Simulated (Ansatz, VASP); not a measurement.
**BiSb4O in VASP and in Ansatz**

```
Sb Bi O
1.0
     4.61373    0.00000    0.00000
     0.00000    4.61373    0.00000
     0.00000    0.00000    7.75291
Sb Bi O
4 1 1
Direct
  0.50000 0.00000 0.81133
  0.00000 0.50000 0.18867
  0.50000 0.00000 0.18867
  0.00000 0.50000 0.81133
  0.50000 0.50000 0.50000
  0.00000 0.00000 0.00000
```

Change from the starting cell: species swapped into the TlBiF4 type (P4/mmm, No. 123).

Alike in both runs: functional PBE; k mesh 8 × 8 × 6; occupations gaussian, width 0.1 eV; no spin polarisation.

Ansatz relaxed the structure, and its values are those at the end. VASP's run is a single point on that final structure, the one shown.

|  | VASP | Ansatz |
| --- | --- | --- |
| version | VASP 6.6.1 | Ansatz 0.2.0 |
| potentials or method | VASP PAW PBE potentials, release 64 (Sb, Bi_d, O), cutoff 520 eV | scalar-relativistic, plane waves, PAW |
| valence electrons in the cell | 41 | 81 |

|  | VASP | Ansatz | Ansatz less VASP |
| --- | --- | --- | --- |
| gap on the k mesh at the Fermi level (eV) | none | none | - |
| pressure (GPa) | -0.1 | 0.0 | +0.16 |
| rms of the force components (eV/Å) | 0.006 | 0.002 | -0.0048 |

A gap of «none» marks a metal or a gap that the smearing closes. VASP's potentials hold 41 valence electrons a cell and Ansatz's 81, so a difference there can come from the potentials and not from the codes.

Neither program's run includes spin-orbit coupling.
